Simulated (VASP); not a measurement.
Crystal: BiTe.

```
Bi Te
1.0
     0.00000    3.23500    3.23500
     3.23500    0.00000    3.23500
     3.23500    3.23500    0.00000
Bi Te
1 1
Cartesian
  0.0000 0.0000 0.0000
  3.2350 3.2350 3.2350
```

```yaml
Program: VASP 6.6.1
Task: relaxation of cell and atoms
Functional: PBEsol
Potentials_or_basis: VASP PAW PBE potentials, release 64 (Bi_d, Te)
Cutoff: 600 eV
k_mesh: 7 × 7 × 7
Occupations: fermi-dirac, width 0.05 eV
Spin: no spin polarisation
```

At the start: pressure -1.5 GPa; volume 33.86 Å³/atom.

Question: Where does the relaxation end?

Answer: Over 3 steps the energy falls by 5.1 meV/atom and the volume is 32.82 Å³/atom (-3.1 %); space group Fm-3m (No. 225, to 0.1 Å) before and after.

Step by step:
| step | energy change (eV) | largest force (eV/Å) | pressure (GPa) | volume (Å³) |
| --- | --- | --- | --- | --- |
| 1 | 0.0000 | 0.0000 | -1.54 | 67.71 |
| 2 | -0.0073 | 0.0000 | 0.93 | 64.57 |
| 3 | -0.0103 | 0.0000 | 0.00 | 65.64 |

Final structure:
```cif
data_structure
_symmetry_space_group_name_H-M 'P 1'
_symmetry_Int_Tables_number 1
_cell_length_a 4.5279
_cell_length_b 4.5279
_cell_length_c 4.5279
_cell_angle_alpha 60.000
_cell_angle_beta 60.000
_cell_angle_gamma 60.000
_cell_volume 65.64
loop_
_atom_site_label
_atom_site_type_symbol
_atom_site_fract_x
_atom_site_fract_y
_atom_site_fract_z
_atom_site_occupancy
Bi1 Bi 0.00000 0.00000 0.00000 1
Te1 Te 0.50000 0.50000 0.50000 1
```

Caveat: the PAW data sets were made with another functional, which shifts forces and pressure a little.
